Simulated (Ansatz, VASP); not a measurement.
## BN: VASP beside Ansatz

File INCAR:

```
SYSTEM = BN
  PREC = Accurate
  ENCUT = 520
  EDIFF = 1E-7
  ISMEAR = -1
  SIGMA = 0.1
  LREAL = .FALSE.
  LASPH = .TRUE.
  NELM = 100
  ALGO = Normal
  ISIF = 2
  LWAVE = .FALSE.
  LCHARG = .FALSE.
  GGA = CA
  NBANDS = 11
```

KPOINTS

```
Automatic mesh
0
G
  10 10 10
  0 0 0
```

The input POSCAR:

```
BN
1.0
    1.2511217800      0.7223355000      3.3729344000
   -1.2511217800      0.7223355000      3.3729344000
    0.0000000000     -1.4446710000      3.3729344000
B N
1 1
Direct
    0.9996712000      0.9996712000      0.9996712000
    0.3327618000      0.3327618000      0.3327618000
```

Input for Ansatz:

```yaml
crystal:
  lattice:
    - [1.25112178, 0.7223355, 3.3729344]
    - [-1.25112178, 0.7223355, 3.3729344]
    - [0.0, -1.444671, 3.3729344]
  atoms:
    - { symbol: B, position: [0.9996712, 0.9996712, 0.9996712] }
    - { symbol: "N", position: [0.3327618, 0.3327618, 0.3327618] }
basis:
  ecutwfc: 517.016338673772
kpoints:
  mp_grid:
    grid: [10, 10, 10]
hamiltonian:
  xc: lda
scf:
  occupations:
    method: fermi_dirac
output:
  stress: true
```

Alike in both runs: task single point; functional LDA; k mesh 10 × 10 × 10; no spin polarisation.

|  | VASP | Ansatz |
| --- | --- | --- |
| version | VASP 6.6.1 | Ansatz 0.2.0 |
| potentials or method | VASP PAW LDA potentials, release 64 (B, N), cutoff 520 eV | plane waves, PAW |
| occupations | fermi-dirac, width 0.1 eV | fermi-dirac |
| valence electrons in the cell | 8 | 8 |

VASP gave:

| Quantity | Value |
| --- | --- |
| pressure (GPa) | -3.8 |
| traceless stress, the component that is largest in VASP (GPa) | 2.70 |

**Question.** Estimate Ansatz's values.

**Answer.** Pressure (GPa): -4.2; traceless stress, the component that is largest in VASP (GPa): 3.27.

LDA's correlation is that of Perdew and Zunger in VASP and of Perdew and Wang (1992) in Ansatz.
